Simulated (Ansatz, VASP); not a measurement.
# One calculation of TiO, two programs

```
CELL_PARAMETERS angstrom
2.85161 0.00000 0.00000
-1.42580 2.46956 0.00000
0.00000 0.00000 5.56750
ATOMIC_POSITIONS crystal
Ti 0.33333 0.66667 0.25000
Ti 0.66667 0.33333 0.75000
O 0.00000 0.00000 0.00000
O 0.00000 0.00000 0.50000
```

Alike in both runs: task relaxation of cell and atoms; functional PBEsol; dispersion D3(BJ); k mesh 18 × 18 × 8; occupations gaussian, width 0.1 eV; no spin polarisation.

|  | VASP | Ansatz |
| --- | --- | --- |
| version | VASP 6.6.1 | Ansatz 0.2.0 |
| potentials or method | VASP PAW PBE potentials, release 64 (Ti_sv, O), cutoff 600 eV | scalar-relativistic, plane waves, PAW |
| valence electrons in the cell | 36 | 36 |

VASP gave:

| Quantity | Value |
| --- | --- |
| gap on the k mesh at the Fermi level, each at its own relaxed structure (eV) | none |
| relaxed volume (Å³/atom) | 9.16 |
| relaxed length of the cell vector where the two differ most in proportion (Å) | 5.414 |

Estimate Ansatz's values.

gap on the k mesh at the Fermi level, each at its own relaxed structure (eV): none; relaxed volume (Å³/atom): 9.14; relaxed length of the cell vector where the two differ most in proportion (Å): 5.408.

VASP's potentials were made for PBE, not for PBEsol. A gap of «none» marks a metal or a gap that the smearing closes.
